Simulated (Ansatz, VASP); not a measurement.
# One calculation of Se, two programs

The input INCAR:

```
SYSTEM = Se
  PREC = Accurate
  ENCUT = 520
  EDIFF = 1E-6
  ISMEAR = 0
  SIGMA = 0.05
  LREAL = .FALSE.
  LASPH = .TRUE.
  NELM = 80
  ALGO = Normal
  ISIF = 2
  LWAVE = .FALSE.
  LCHARG = .FALSE.
  GGA = PE
  IVDW = 12
  NBANDS = 16
```

The input KPOINTS:

```
Automatic mesh
0
G
  12 12 8
  0 0 0
```

The input POSCAR:

```
Se
1.0
    4.1391994017      0.0000000000      0.0000000000
   -2.0695997008      3.5846518332      0.0000000000
    0.0000000000      0.0000000000      5.2172897797
Se
3
Direct
    0.2473450691      0.0000000000      0.3333333333
    0.0000000000      0.2473450691      0.6666666667
    0.7526549309      0.7526549309      0.0000000000
```

Input for Ansatz:

```yaml
crystal:
  lattice:
    - [4.1391994051, 0.0, 0.0]
    - [-2.0695997025, 3.5846518361, 0.0]
    - [0.0, 0.0, 5.217289771]
  atoms:
    - { symbol: Se, position: [0.2473450684, 0.0, 0.3333333333] }
    - { symbol: Se, position: [0.0, 0.2473450684, 0.6666666667] }
    - { symbol: Se, position: [0.7526549316, 0.7526549316, 0.0] }
basis:
  ecutwfc: 420
kpoints:
  mp_grid: { grid: [12, 12, 8] }
hamiltonian:
  xc: pbe
  dispersion: d3bj
scf:
  occupations: { method: gaussian, width: 0.05 }
output:
  forces: true
  stress: true
  eigenvalues: true
  write_density: true
  write_potential: true
  elf: true
  volumetric_format: npy
```

Alike in both runs: task single point; functional PBE; dispersion D3(BJ); k mesh 12 × 12 × 8; occupations gaussian, width 0.05 eV; no spin polarisation.

|  | VASP | Ansatz |
| --- | --- | --- |
| version | VASP 6.6.1 | Ansatz 0.2.0 |
| potentials or method | VASP PAW PBE potentials, release 64 (Se), cutoff 520 eV | scalar-relativistic, plane waves, PAW |
| valence electrons in the cell | 18 | 48 |

|  | VASP | Ansatz | Ansatz less VASP |
| --- | --- | --- | --- |
| gap on the k mesh at the Fermi level (eV) | 0.49 | 0.50 | +0.008 |
| least direct gap on the mesh (eV) | 0.51 | 0.51 | +0.008 |
| pressure (GPa) | -2.9 | -3.0 | -0.07 |
| traceless stress, the component that is largest in VASP (GPa) | -0.94 | -0.96 | -0.028 |
| rms of the force components (eV/Å) | 0.195 | 0.203 | +0.0086 |

Atom by atom the forces differ by 0.009 eV/Å (rms over components). VASP's potentials hold 18 valence electrons a cell and Ansatz's 48, so a difference there can come from the potentials and not from the codes.
